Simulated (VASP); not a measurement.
Set up this calculation in VASP 6.6.1, as the native input.

```yaml
Task: single point
Functional: PBEsol
Potentials_or_basis: VASP PAW PBE potentials, release 64 (Zn, O)
Cutoff: 520 eV
k_mesh: 10 × 10 × 10
Occupations: fermi-dirac, width 0.05 eV
Spin: no spin polarisation
Dipole_correction: no
Further_INCAR_settings: ALGO = Normal; EDIFF = 1e-06; NBANDS = 16
```

The structure of ZnO lies in POSCAR:

```
ZnO
1.0
    0.0000000000      2.1325600000      2.1325600000
    2.1325600000      0.0000000000      2.1325600000
    2.1325600000      2.1325600000      0.0000000000
Zn O
1 1
Direct
    0.0000000000      0.0000000000      0.0000000000
    0.5000000000      0.5000000000      0.5000000000
```

The input as run:

INCAR

```
PREC = Accurate
ENCUT = 520
EDIFF = 1E-6
ISMEAR = -1
SIGMA = 0.05
LREAL = F
LASPH = T
NELM = 80
ALGO = Normal
ISIF = 2
LWAVE = F
LCHARG = F
GGA = PS
NBANDS = 16
```

KPOINTS

```
regular mesh
0
Gamma
  10 10 10
```

Potentials or basis: VASP PAW PBE potentials, release 64 (Zn, O).

Launch:

```console
$ cat potpaw_PBE.64/Zn/POTCAR potpaw_PBE.64/O/POTCAR > POTCAR
$ mpirun -np 1 vasp_std > vasp.out
```

Results of the run:

| Quantity | Value |
| --- | --- |
| Pressure | 1.2 GPa |
| Band gap on the k mesh | 0.84 eV, indirect (least direct gap 2.27 eV) |

Caveat: the PAW data sets were made with another functional, which shifts forces and pressure a little.

Run time: 4.9 s on 1 thread of Intel(R) Xeon(R) 6975P-C (Granite Rapids) (shared host), peak memory 0.14 GiB.
